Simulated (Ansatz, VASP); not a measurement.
One calculation of KF, two programs

```
CELL_PARAMETERS angstrom
0.00000 2.67350 2.67350
2.67350 0.00000 2.67350
2.67350 2.67350 0.00000
ATOMIC_POSITIONS crystal
K 0.97662 0.02338 0.02338
F 0.50000 0.50000 0.50000
```

Change from the starting cell: all K atoms moved +0.125 Å, as atom 1 along Cartesian [1 0 0].

Alike in both runs: task single point; functional r2SCAN; k mesh 8 × 8 × 8; occupations gaussian, width 0.05 eV; no spin polarisation.

```csv
,VASP,Ansatz
version,VASP 6.6.1,Ansatz 0.2.0
potentials or method,"VASP PAW PBE potentials, release 64 (K_sv, F), cutoff 520 eV","scalar-relativistic, plane waves, PAW"
valence electrons in the cell,16,16
```

```tsv
	VASP	Ansatz	Ansatz less VASP
gap on the k mesh at the Fermi level (eV)	6.82	6.82	0.000
least direct gap on the mesh (eV)	6.82	6.82	0.000
pressure (GPa)	-0.3	-0.3	+0.04
traceless stress, the component that is largest in VASP (GPa)	0.59	0.57	-0.024
rms of the force components (eV/Å)	0.131	0.126	-0.0049
```

VASP's potentials were made for PBE, not for r2SCAN. Atom by atom the forces differ by 0.005 eV/Å (rms over components).
